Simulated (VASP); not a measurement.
# MoS (Pm-3m) in VASP: single point with PBE+U

Aim: the single point of MoS with PBE+U.

All numbers are computed with VASP 6.6.1; they aren't measurements. Logs are shortened: lines on timing, memory, paths and dates and some standing lists are left out, and cuts for length are marked.

## Step 1: The cell of the first run

The structure is cubic, space group Pm-3m (No. 221). Conventional cell: a = 3.072 Å, b = 3.072 Å, c = 3.072 Å, α = 90.00°, β = 90.00°, γ = 90.00°. Within 3.5 Å of Mo (site symmetry m-3m) lie 8 S at 2.66 Å and 6 Mo at 3.07 Å. S (site symmetry m-3m) has 8 Mo at 2.66 Å and 6 S at 3.07 Å within 3.5 Å.

## Step 2: Single point, PBE+U, collinear spin

Input file INCAR:

```
SYSTEM = MoS
PREC = Accurate
ENCUT = 520
EDIFF = 1E-7
ISMEAR = 0
SIGMA = 0.1
LREAL = .False.
LASPH = .True.
NELM = 150
ALGO = Normal
ISIF = 2
LWAVE = .False.
LCHARG = .False.
ISPIN = 2
MAGMOM = 2 -2 0 0
LORBIT = 11
LMAXMIX = 4
LDAU = .True.
LDAUTYPE = 2
LDAUL = 2 -1
LDAUU = 4.38 0
LDAUJ = 0 0
LDAUPRINT = 1
GGA = PE
NBANDS = 32
```

Input file KPOINTS:

```
regular mesh
0
Gamma
  14 14 7
  0 0 0
```

Input file POSCAR:

```
MoS
1.0
    3.0720312719      0.0000000000      0.0000000000
    0.0000000000      3.0720312719      3.0720312719
    0.0000000000      0.0000000000      6.1440625439
Mo S
2 2
Direct
    1.0000000000      1.0000000000      0.0000000000
    1.0000000000      1.0000000000      0.5000000000
    0.5000000000      0.5000000000      0.0000000000
    0.5000000000      0.5000000000      0.5000000000
```

Potentials or basis: VASP PAW PBE potentials, release 64 (Mo_sv, S).

On the command line:

```console
$ cat potpaw_PBE.64/Mo_sv/POTCAR potpaw_PBE.64/S/POTCAR > POTCAR
$ mpirun -np 1 vasp_std > vasp.out
```

OUTCAR:

```text
SYSTEM = MoS
   PREC = Accurate
   ENCUT = 520
   EDIFF = 1E-7
   ISMEAR = 0
   LREAL = .False.
   LASPH = .True.
   NELM = 150
   ISIF = 2
   ISPIN = 2
   LORBIT = 11
   GGA = PE

 ion  position               nearest neighbor table
   1  0.000  0.000  0.000-   3 2.66   3 2.66   3 2.66   3 2.66   4 2.66   4 2.66   4 2.66   4 2.66
                             2 3.07   2 3.07   2 3.07   2 3.07
   2  0.000  0.000  0.500-   4 2.66   4 2.66   4 2.66   4 2.66   3 2.66   3 2.66   3 2.66   3 2.66
                             1 3.07   1 3.07   1 3.07   1 3.07
   3  0.500  0.500  0.000-   1 2.66   1 2.66   1 2.66   1 2.66   2 2.66   2 2.66   2 2.66   2 2.66

   4  0.500  0.500  0.500-   2 2.66   2 2.66   2 2.66   2 2.66   1 2.66   1 2.66   1 2.66   1 2.66

  LATTYP: Found a simple tetragonal cell.
 ALAT       =     4.3445082888
 C/A-ratio  =     0.7071067812

  Lattice vectors:

 A1 = (   0.0000000000,   3.0720312719,  -3.0720312720)
 A2 = (   0.0000000000,   3.0720312719,   3.0720312719)
 A3 = (   3.0720312719,   0.0000000000,   0.0000000000)

Analysis of symmetry for initial positions (statically):
=====================================================================
 Subroutine PRICEL returns following result:

  LATTYP: Found a simple cubic cell.
 ALAT       =     3.0720312719
[... 12 lines left out ...]
 Subroutine GETGRP returns: Found 16 space group operations
 (whereof 16 operations were pure point group operations)
 out of a pool of 16 trial point group operations.

The static configuration has the point symmetry D_4h.

Analysis of symmetry for dynamics (positions and initial velocities):
=====================================================================
 Subroutine PRICEL returns following result:

  LATTYP: Found a simple cubic cell.
 ALAT       =     3.0720312719
[... 12 lines left out ...]
 Subroutine GETGRP returns: Found 16 space group operations
 (whereof 16 operations were pure point group operations)
 out of a pool of 16 trial point group operations.

The dynamic configuration has the point symmetry D_4h.

Analysis of structural, dynamic, and magnetic symmetry:
=====================================================================
 Subroutine PRICEL returns following result:

  LATTYP: Found a simple cubic cell.
 ALAT       =     3.0720312719
[... 12 lines left out ...]
 Subroutine GETGRP returns: Found 16 space group operations
 (whereof 16 operations were pure point group operations)
 out of a pool of 16 trial point group operations.

The overall configuration has the point symmetry D_4h.

 Subroutine INISYM returns: Found 16 space group operations
[... 203 lines left out ...]
  o =  0.6151  v =  0.0000  0.0000  0.0000  0.0000  0.0000  0.0000  0.0000 -0.5000 -0.0000  0.8660      0.0000  0.0000  0.0000  0.0000  0.0000  0.0000  0.0000  0.0000  0.0000  0.0000
  o =  0.6714  v =  0.0000  0.0000  0.0000  0.0000  0.0000 -0.9239  0.0000  0.0000 -0.3827  0.0000      0.0000  0.0000  0.0000  0.0000  0.0000  0.0000  0.0000  0.0000  0.0000  0.0000
  o =  0.6714  v =  0.0000  0.0000  0.0000  0.0000  0.0000 -0.3827 -0.0000 -0.0000  0.9239  0.0000      0.0000  0.0000  0.0000  0.0000  0.0000  0.0000  0.0000  0.0000  0.0000  0.0000
  o =  0.6969  v =  0.0000  0.0000  0.0000  0.0000  0.0000 -0.0000 -0.0000 -0.8660 -0.0000 -0.5000      0.0000  0.0000  0.0000  0.0000  0.0000  0.0000  0.0000  0.0000  0.0000  0.0000

 number of electron      39.9999994 magnetization      -0.0000000

 Free energy of the ion-electron system (eV)
  ---------------------------------------------------
  ext. energy  EPLUGINS =         0.00000000
  ---------------------------------------------------
  free energy    TOTEN  =       -21.12867519 eV

  energy without entropy =      -21.12091788  energy(sigma->0) =      -21.12479653

 E-fermi :  12.3919     XC(G=0): -12.6303

 val. band max:       12.3733866895   @ k =   0.5000   0.2143   0.0000
 cond. band min:      12.4208679503   @ k =   0.0714   0.0000   0.4286
 fundamental gap:      0.0474812608
 Fermi energy:        12.3918918371

 spin component 1

 k-point     1 :       0.0000    0.0000    0.0000
  band No.  band energies     occupation
      1     -49.9435      1.00000
      2     -48.3687      1.00000
      3     -24.2092      1.00000
      4     -24.2092      1.00000
      5     -23.9085      1.00000
      6     -22.4326      1.00000
[... 1673 lines left out ...]
     31      18.8700      0.00000
     32      19.8814      0.00000

 [... further k-points ...]

------------------------ aborting loop because EDIFF is reached ----------------------------------------

  FORCE on cell =-STRESS in cart. coord.  units (eV):
  Direction    XX          YY          ZZ          XY          YZ          ZX
  --------------------------------------------------------------------------------------
  -------------------------------------------------------------------------------------
  Total        4.7024043      4.0016632      4.0016632      0.0000000     -0.0000000      0.0000000
  in kB      129.9342522    110.5717598    110.5717598      0.0000000     -0.0000000      0.0000000
  external PRESSURE =     117.0259239 kB  Pullay stress =       0.0000000 kB

 VOLUME and BASIS-vectors are now :
 -----------------------------------------------------------------------------
  energy-cutoff  :      520.00
  volume of cell :       57.98
      direct lattice vectors                 reciprocal lattice vectors
     3.072031272  0.000000000  0.000000000     0.325517520  0.000000000  0.000000000
     0.000000000  3.072031272  3.072031272     0.000000000  0.325517520  0.000000000
     0.000000000  0.000000000  6.144062544     0.000000000 -0.162758760  0.162758760

 POSITION                                       TOTAL-FORCE (eV/Angst)
 -----------------------------------------------------------------------------------
      0.00000      0.00000      0.00000        -0.000000      0.000000      0.000000
      0.00000      0.00000      3.07203        -0.000000     -0.000000     -0.000000
      1.53602      1.53602      1.53602         0.000000      0.000000      0.000000
      1.53602      1.53602      4.60805         0.000000      0.000000      0.000000
 -----------------------------------------------------------------------------------
    total drift:                                0.000000     -0.000000      0.000000

  FREE ENERGIE OF THE ION-ELECTRON SYSTEM (eV)
  ---------------------------------------------------
  free  energy   TOTEN  =       -21.1286751899 eV

  energy  without entropy=      -21.1209178775  energy(sigma->0) =      -21.12479653

 total charge

# of ion       s       p       d       tot
------------------------------------------
    1        2.235   6.134   3.933  12.301
    2        2.235   6.134   3.933  12.301
    3        1.351   2.337   0.000   3.688
    4        1.351   2.337   0.000   3.688
--------------------------------------------------
tot          7.171  16.941   7.865  31.978

 magnetization (x)

# of ion       s       p       d       tot
------------------------------------------
    1        0.050   0.037   2.388   2.476
    2       -0.050  -0.037  -2.388  -2.476
    3        0.000   0.000   0.000   0.000
    4        0.000   0.000   0.000   0.000
--------------------------------------------------
tot          0.000   0.000   0.000   0.000
```

stdout:

```text
POSCAR found type information on POSCAR MoS
 POSCAR found :  2 types and       4 ions
 scaLAPACK will be used
 LDA part: xc-table for (Slater+PW92), standard interpolation
 POSCAR, INCAR and KPOINTS ok, starting setup
 FFT: planning ... GRIDC
 FFT: planning ... GRID_SOFT
 FFT: planning ... GRID
 WAVECAR not read
 entering main loop
```

It took 16 min on 1 thread of Oxide Virtual Turin-like, shared host; peak memory 0.48 GiB.

What came out:

| Property | Result |
| --- | --- |
| Free energy | -21.1287 eV |
| Pressure | 11.7 GPa |
| Band gap on the k mesh | zero (filled and empty bands overlap) |
| Net moment | 0.00 μB per cell |
| Site moments | Mo +2.48, -2.48; S +0.00 μB |
| Valence electrons inside the program's atomic spheres | Mo 12.30; S 3.69 |

Eigenvalues of the final occupation matrices:
```csv
site,spin,trace,eigenvalues
site 1 d,1,3.19,0.54 0.62 0.67 0.67 0.70
site 1 d,2,0.79,0.11 0.12 0.12 0.19 0.24
site 2 d,1,0.79,0.11 0.12 0.12 0.19 0.24
site 2 d,2,3.19,0.54 0.62 0.67 0.67 0.70
```

Caveat: the cell stands under pressure.

The gap in the log of VASP goes by the Fermi energy; the results here count the filled bands.